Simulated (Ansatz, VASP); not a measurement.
# SnO2: VASP beside Ansatz

```
Sn O
1.0
     4.50437    0.00000    0.00000
     0.00000    4.50439    0.00000
     0.00000    0.00000    3.27333
Sn O
2 4
Cartesian
  2.2522 2.2522 1.6367
  0.0000 0.0000 0.0000
  1.2330 1.5451 0.0000
  3.4852 0.7071 1.6367
  1.0192 3.7973 1.6367
  3.2714 2.9593 0.0000
```

Alike in both runs: functional PBE; k mesh 6 × 6 × 10; occupations gaussian, width 0.05 eV; no spin polarisation.

Ansatz relaxed the structure, and its values are those at the end. VASP's run is a single point on that final structure, the one shown.

|  | VASP | Ansatz |
| --- | --- | --- |
| version | VASP 6.6.1 | Ansatz 0.2.0 |
| potentials or method | VASP PAW PBE potentials, release 64 (Sn_d, O), cutoff 520 eV | scalar-relativistic, plane waves, PAW |
| valence electrons in the cell | 52 | 52 |

```csv
,VASP,Ansatz,Ansatz less VASP
gap on the k mesh at the Fermi level (eV),2.14,2.15,+0.010
least direct gap on the mesh (eV),2.17,2.18,+0.010
pressure (GPa),25.7,24.9,-0.88
rms of the force components (eV/Å),0.008,0.002,-0.0057
```

With one functional, cell and mesh, what is left measures potentials, basis and numerics. Ansatz's warnings: stress scf threshold loose.
